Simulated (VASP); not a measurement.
# Co: relaxation of cell and atoms with LDA

Crystal: Co.

```
Co
1.0
     2.47200    0.00000    0.00000
    -1.23600    2.14081    0.00000
     0.00000    0.00000    4.02114
Co
2
Direct
  0.66667 0.33333 0.75000
  0.33333 0.66667 0.25000
```

| Item | Value |
| --- | --- |
| Program | VASP 6.6.1 |
| Task | relaxation of cell and atoms |
| Functional | LDA |
| Potentials or basis | VASP PAW LDA potentials, release 64 (Co) |
| Cutoff | 600 eV |
| k mesh | 12 × 12 × 7 |
| Occupations | fermi-dirac, width 0.05 eV |
| Spin | collinear spin, ferromagnetic start |
| Starting moments | [2.0, 2.0] μB |
| Dipole correction | no |
| Further INCAR settings | ALGO = Normal; EDIFF = 1e-07; IBRION = 2; EDIFFG = -0.01; NSW = 60; ISIF = 3 |

| Item | Value |
| --- | --- |
| Relaxed volume | 9.96 Å³/atom |
| Relaxed cell | a = 2.425 Å, b = 2.425 Å, c = 3.912 Å, α = 90.00°, β = 90.00°, γ = 120.00° |
| Space group after relaxing (to 0.1 Å) | P6_3/mmc (No. 194) |
| Energy gained by relaxing | 36.3 meV/atom |
| Ionic steps | 5 |
| Pressure after relaxing | 0.0 GPa |
| Net moment | 2.95 μB per cell |
| Site moments | Co +1.47 μB |
| Valence electrons inside the program's atomic spheres | Co 8.46 |

Step by step:
| step | energy change (eV) | largest force (eV/Å) | pressure (GPa) | volume (Å³) |
| --- | --- | --- | --- | --- |
| 1 | 0.0000 | 0.0000 | -15.71 | 21.28 |
| 2 | 0.0662 | 0.0000 | 26.81 | 18.22 |
| 3 | -0.0722 | 0.0000 | -0.65 | 19.96 |
| 4 | -0.0723 | 0.0000 | 0.06 | 19.91 |
| 5 | -0.0726 | 0.0000 | 0.00 | 19.92 |

Final structure:
```cif
data_structure
_symmetry_space_group_name_H-M 'P 1'
_symmetry_Int_Tables_number 1
_cell_length_a 2.4247
_cell_length_b 2.4247
_cell_length_c 3.9117
_cell_angle_alpha 90.000
_cell_angle_beta 90.000
_cell_angle_gamma 120.000
_cell_volume 19.92
loop_
_atom_site_label
_atom_site_type_symbol
_atom_site_fract_x
_atom_site_fract_y
_atom_site_fract_z
_atom_site_occupancy
Co1 Co 0.66667 0.33333 0.75000 1
Co2 Co 0.33333 0.66667 0.25000 1
```

Levels at points of the mesh, in eV from the Fermi level:
Spin up:
```
           k point  band 7  band 8  band 9  band 10  band 11  band 12  band 13  band 14
(0.00, 0.00, 0.00)   -2.17   -1.76   -1.76    -0.48    -0.48    -0.05     7.31    22.69
(0.50, 0.00, 0.00)   -2.07   -0.34   -0.20    -0.16     1.70     3.89    10.46    11.19
```
Spin down:
```csv
k point,band 5,band 6,band 7,band 8,band 9,band 10
"(0.00, 0.00, 0.00)",-1.19,-0.77,-0.77,-0.31,-0.31,0.12
"(0.50, 0.00, 0.00)",-1.37,-1.20,-0.75,1.22,1.38,1.41
```

It took 90 s on 1 thread of AMD EPYC 9R45 96-Core Processor (Zen 5), with other jobs on the host, peak memory 0.14 GiB.
